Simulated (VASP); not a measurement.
# Ta2Si (I4/mcm) in VASP: a series of runs, part 2 of 2

VASP 6.6.1. The steps go on from the part before.

## Step 5: Single point, PBEsol (15.34 Å³/atom)

This run uses another cell than the first one, of 15.34 Å³/atom.

Contents of INCAR:

```
SYSTEM = Ta2Si
ALGO     = Fast           ! electronic algorithm
EDIFF    = 1E-6           ! SCF threshold, eV
ENCUT    = 520            ! plane-wave cutoff, eV
GGA      = PS             ! functional
ISIF     = 2              ! what is computed and relaxed
ISMEAR   = 0              ! smearing method
LASPH    = .TRUE.         ! aspherical terms in the spheres
LCHARG   = .FALSE.        ! write CHGCAR
LREAL    = .FALSE.        ! projectors in reciprocal space
LWAVE    = .FALSE.        ! write WAVECAR
NBANDS   = 35             ! bands
NELM     = 100            ! most SCF steps
PREC     = Accurate       ! precision mode
SIGMA    = 0.1            ! smearing width, eV
```

Contents of KPOINTS:

```
k-points
0
G
  10 10 10
  0 0 0
```

Contents of POSCAR:

```
Ta2Si
1.0
   -3.0383750680      3.0383750680      2.4928119695
    3.0383750680     -3.0383750680      2.4928119695
    3.0383750680      3.0383750680     -2.4928119695
Ta Si
4 2
Direct
    0.6627221221      0.8372778779      0.5000000000
    0.8372778779      0.3372778779      0.1745557558
    0.3372778779      0.1627221221      0.5000000000
    0.1627221221      0.6627221221      0.8254442442
    0.2500000000      0.2500000000      0.0000000000
    0.7500000000      0.7500000000      0.0000000000
```

Potentials or basis: VASP PAW PBE potentials, release 64 (Ta_pv, Si).

Started as:

```console
> cat potpaw_PBE.64/Ta_pv/POTCAR potpaw_PBE.64/Si/POTCAR > POTCAR
> mpirun -np 1 vasp_std > vasp.out
```

OUTCAR:

```text
SYSTEM = Ta2Si
   EDIFF = 1E-6
   ENCUT = 520
   GGA = PS
   ISIF = 2
   ISMEAR = 0
   LASPH = .TRUE.
   LREAL = .FALSE.
   NELM = 100
   PREC = Accurate

 ion  position               nearest neighbor table
   1  0.663  0.837  0.500-   5 2.59   6 2.59   6 2.59   5 2.59   3 2.80   3 2.91   3 2.91   2 3.18
                             4 3.18   4 3.18   2 3.18   4 3.22   2 3.22   4 3.22   2 3.22
   2  0.837  0.337  0.175-   5 2.59   6 2.59   6 2.59   5 2.59   4 2.80   4 2.91   4 2.91   1 3.18
                             3 3.18   3 3.18   1 3.18   3 3.22   1 3.22   3 3.22   1 3.22
   3  0.337  0.163  0.500-   6 2.59   5 2.59   5 2.59   6 2.59   1 2.80   1 2.91   1 2.91   4 3.18
                             4 3.18   2 3.18   2 3.18   4 3.22   2 3.22   2 3.22   4 3.22
   4  0.163  0.663  0.825-   5 2.59   6 2.59   6 2.59   5 2.59   2 2.80   2 2.91   2 2.91   3 3.18
                             1 3.18   1 3.18   3 3.18   3 3.22   1 3.22   1 3.22   3 3.22
   5  0.250  0.250  0.000-   6 2.49   6 2.49   3 2.59   4 2.59   1 2.59   3 2.59   1 2.59   2 2.59
                             2 2.59   4 2.59
   6  0.750  0.750  0.000-   5 2.49   5 2.49   2 2.59   4 2.59   3 2.59   1 2.59   3 2.59   1 2.59
                             4 2.59   2 2.59

  LATTYP: Found a body centered tetragonal cell.
 ALAT       =     6.0767501360
 C/A-ratio  =     0.8204424779

  Lattice vectors:

 A1 = (  -3.0383750680,   3.0383750680,   2.4928119695)
 A2 = (   3.0383750680,  -3.0383750680,   2.4928119695)
 A3 = (   3.0383750680,   3.0383750680,  -2.4928119695)

Analysis of symmetry for initial positions (statically):
=====================================================================
 Subroutine PRICEL returns:
 Original cell was already a primitive cell.

 Routine SETGRP: Setting up the symmetry group for a
 body centered tetragonal supercell.

 Subroutine GETGRP returns: Found 16 space group operations
 (whereof  8 operations were pure point group operations)
 out of a pool of 16 trial point group operations.

The static configuration has the point symmetry C_4h.
 The point group associated with its full space group is D_4h.

Analysis of symmetry for dynamics (positions and initial velocities):
=====================================================================
 Subroutine PRICEL returns:
 Original cell was already a primitive cell.

 Routine SETGRP: Setting up the symmetry group for a
 body centered tetragonal supercell.

 Subroutine GETGRP returns: Found 16 space group operations
 (whereof  8 operations were pure point group operations)
 out of a pool of 16 trial point group operations.

The dynamic configuration has the point symmetry C_4h.
 The point group associated with its full space group is D_4h.

 Subroutine INISYM returns: Found 16 space group operations
 (whereof  8 operations are pure point group operations),
 and found     1 'primitive' translations

----------------------------------------------------------------------------------------

                                     Primitive cell

  volume of cell :      92.0518

  direct lattice vectors                    reciprocal lattice vectors
    -3.038375068  3.038375068  2.492811969     0.000000000  0.164561645  0.200576701
     3.038375068 -3.038375068  2.492811969     0.164561645  0.000000000  0.200576701
     3.038375068  3.038375068 -2.492811969     0.164561645  0.164561645  0.000000000

[... 47 lines left out ...]
            Coordinates               Weight
  0.000000  0.000000  0.000000      1.000000
  0.100000  0.000000  0.000000      8.000000
  0.200000  0.000000  0.000000      8.000000
  0.300000 -0.000000  0.000000      8.000000
  0.400000 -0.000000  0.000000      8.000000
  0.500000  0.000000  0.000000      4.000000
[... 16 lines left out ...]
  0.300000  0.300000  0.000000      8.000000
  0.400000  0.300000  0.000000     16.000000
 [... further k-points ...]
   k-points           NKPTS =    102   k-points in BZ     NKDIM =    102   number of bands    NBANDS=     35
   number of dos      NEDOS =    301   number of ions     NIONS =      6
   total plane-waves  NPLWV =  64000
   dimension x,y,z NGX =    40 NGY =   40 NGZ =   40
   dimension x,y,z NGXF=    80 NGYF=   80 NGZF=   80
   ions per type =               4   2
   NGX,Y,Z   is equivalent  to a cutoff of  13.39, 13.39, 13.39 a.u.
   NGXF,Y,Z  is equivalent  to a cutoff of  26.77, 26.77, 26.77 a.u.
 SYSTEM =  Ta2Si
   PREC   = accura    normal or accurate (medium, high low for compatibility)
   ISTART =      0    job   : 0-new  1-cont  2-samecut
   ICHARG =      2    charge: 1-file 2-atom 10-const
   ISPIN  =      1    spin polarized calculation?
   LNONCOLLINEAR =      F non collinear calculations
   LSORBIT =      F    spin-orbit coupling
   LASPH  =      T    aspherical Exc in radial PAW
   ENCUT  =  520.0 eV  38.22 Ry    6.18 a.u.   9.24  9.24  9.24*2*pi/ulx,y,z
   NELM   =    100;   NELMIN=  2; NELMDL= -5     # of ELM steps
   EDIFF  = 0.1E-05   stopping-criterion for ELM
   LREAL  =      F    real-space projection
   EDIFFG = 0.1E-04   stopping-criterion for IOM
   NSW    =      0    number of steps for IOM
   IBRION =     -1    ionic relax: 0-MD 1-quasi-New 2-CG
   NFREE  =      0    steps in history (QN), initial steepest desc. (CG)
   ISIF   =      2    stress and relaxation
   ISYM   =      2    0-nonsym 1-usesym 2-fastsym
   POTIM  = 0.5000    time-step for ionic-motion
   TEBEG  =    0.0;   TEEND  =   0.0 temperature during run
   PSTRESS=    0.0 pullay stress
   NELECT =      52.0000    total number of electrons
   NUPDOWN=      -1.0000    fix difference up-down
   EMIN   =  10.00;   EMAX   =-10.00  energy-range for DOS
   EFERMI =   0.00;   METHOD = LEGACY
   ISMEAR =     0;   SIGMA  =   0.10  broadening in eV -4-tet -1-fermi 0-gaus
   EFERMI_NEDOS =   21; number of points for ismear=-14 and -15
   IALGO  =     68    algorithm
   IMIX   =      4    mixing-type and parameters
     AMIX     =   0.40;   BMIX     =  1.00
     AMIX_MAG =   1.60;   BMIX_MAG =  1.00
  volume/ion in A,a.u.               =      15.34       103.53
  Fermi-wavevector in a.u.,A,eV,Ry     =   1.353314  2.557392 24.918503  1.831458
  Thomas-Fermi vector in A             =   2.480580
   LORBIT       =      0    0 simple, 1 ext, 2 COOP (PROOUT), +10 PAW based schemes
   GGA     = PS    functional components
   LHFCALC =     F    Hartree Fock is set to
   AEXX    =    0.0000 exact exchange contribution
   IVDW    =     0    specifies the selected vdW correction
   LEPSILON=     F    determine dielectric tensor
   LRPA    =     F    only Hartree local field effects (RPA)
 non-spin polarized calculation
 RMM-DIIS sequential band-by-band and
 Gauss-broadening in eV      SIGMA  =   0.10
  energy-cutoff  :      520.00
  volume of cell :       92.05
 maximum number of plane-waves:      2498
 NGX is ok and might be reduce to    40
   NGX = 19   NGY = 19   NGZ = 19

 number of electron      52.0000000 magnetization

 Free energy of the ion-electron system (eV)
  ---------------------------------------------------
  ext. energy  EPLUGINS =         0.00000000
  ---------------------------------------------------
  free energy    TOTEN  =       -65.24785089 eV

  energy without entropy =      -65.23212665  energy(sigma->0) =      -65.23998877

 E-fermi :   7.8449     XC(G=0): -12.7500

 val. band max:        7.8428669773   @ k =  -0.4000   0.4000   0.1000
 cond. band min:       7.8500040070   @ k =  -0.4000  -0.4000   0.3000
 fundamental gap:      0.0071370298
 Fermi energy:         7.8448925474

 k-point     1 :       0.0000    0.0000    0.0000
  band No.  band energies     occupation
      1     -26.5999      2.00000
      2     -26.5760      2.00000
      3     -26.5760      2.00000
      4     -26.5164      2.00000
      5     -26.5164      2.00000
      6     -26.5032      2.00000
[... 901 lines left out ...]
     34      11.8384      0.00000
     35      12.4554      0.00000

 [... further k-points ...]
[... 5 lines left out ...]
  --------------------------------------------------------------------------------------
  -------------------------------------------------------------------------------------
  Total        4.4523467      4.4523467      4.3902810      0.0000000      0.0000000     -0.0000000
  in kB       77.4938574     77.4938574     76.4135921      0.0000000      0.0000000     -0.0000000
  external PRESSURE =      77.1337690 kB  Pullay stress =       0.0000000 kB

 VOLUME and BASIS-vectors are now :
 -----------------------------------------------------------------------------
  energy-cutoff  :      520.00
  volume of cell :       92.05
      direct lattice vectors                 reciprocal lattice vectors
    -3.038375068  3.038375068  2.492811969     0.000000000  0.164561645  0.200576701
     3.038375068 -3.038375068  2.492811969     0.164561645  0.000000000  0.200576701
     3.038375068  3.038375068 -2.492811969     0.164561645  0.164561645  0.000000000

 POSITION                                       TOTAL-FORCE (eV/Angst)
 -----------------------------------------------------------------------------------
      2.04955      0.98882      2.49281         0.004392     -0.004392     -0.000000
     -0.98882      2.04955      2.49281         0.004392      0.004392     -0.000000
      0.98882      2.04955      0.00000        -0.004392      0.004392     -0.000000
      4.02720      0.98882      0.00000        -0.004392     -0.004392      0.000000
      0.00000      0.00000      1.24641        -0.000000      0.000000     -0.000000
      0.00000      0.00000      3.73922        -0.000000      0.000000     -0.000000
 -----------------------------------------------------------------------------------
    total drift:                                0.000000      0.000000     -0.000000

  FREE ENERGIE OF THE ION-ELECTRON SYSTEM (eV)
  ---------------------------------------------------
  free  energy   TOTEN  =       -65.2478508918 eV

  energy  without entropy=      -65.2321266540  energy(sigma->0) =      -65.23998877
```

Run time: 4.4 min. Hardware: 1 thread of Intel Xeon Platinum 8559C (Emerald Rapids), shared host; peak memory 0.41 GiB.

What came out:

| Item | Value |
| --- | --- |
| Free energy | -65.2479 eV |
| Pressure | 7.7 GPa |
| Largest force | 0.006 eV/Å |
| Band gap on the k mesh | zero (bands 26 and 27 overlap by 0.81 eV) |

Forces on the atoms (eV/Å):
```
Ta   0.004 -0.004  0.000
Ta   0.004  0.004  0.000
Ta  -0.004  0.004  0.000
Ta  -0.004 -0.004  0.000
Si   0.000  0.000  0.000
Si   0.000  0.000  0.000
```

Levels at points of the mesh, in eV from the Fermi level:
| k point | band 24 | band 25 | band 26 | band 27 | band 28 | band 29 |
| --- | --- | --- | --- | --- | --- | --- |
| (0.00, 0.00, 0.00) | -2.06 | 0.20 | 0.21 | 0.94 | 1.36 | 1.36 |
| (0.50, 0.00, 0.00) | -2.07 | -1.04 | -1.04 | 0.69 | 0.69 | 1.97 |
| (0.50, 0.50, 0.00) | -1.46 | -0.25 | 0.02 | 0.07 | 0.66 | 1.41 |
| (0.50, 0.50, 0.50) | -1.09 | -1.05 | -1.05 | -0.27 | 0.18 | 0.71 |

Caveat: the cell stands under pressure; the PAW data sets were made with another functional, which shifts forces and pressure a little; spin-orbit coupling is left out, which moves the levels of the heavy elements.

## Step 6: Overview

```csv
cell,gap on the mesh (eV),pressure (GPa),largest force (eV/Å)
"a = 4.810 Å, angles 104.5, 104.5, 119.9°, 6 atoms, atomic positions A",none,38.1,0.01
"a = 4.864 Å, angles 104.5, 104.5, 119.9°, 6 atoms, atomic positions B",none,26.4,0.01
"a = 4.916 Å, angles 104.6, 104.6, 119.8°, 6 atoms, atomic positions C",none,16.4,0.01
"a = 4.968 Å, angles 104.6, 104.6, 119.8°, 6 atoms, atomic positions D",none,7.7,0.01
```

Alike in all rows: task single point; level PBEsol; potentials or basis VASP PAW PBE potentials, release 64 (Ta_pv, Si); no spin polarisation; k mesh 10 × 10 × 10; cutoff (eV) 520; smearing gaussian 0.1 eV.

Caveats: the cell stands under pressure; the PAW data sets were made with another functional, which shifts forces and pressure a little; spin-orbit coupling is left out, which moves the levels of the heavy elements.

Total energies depend on the potentials used, so only differences within one code and one set of settings carry meaning.
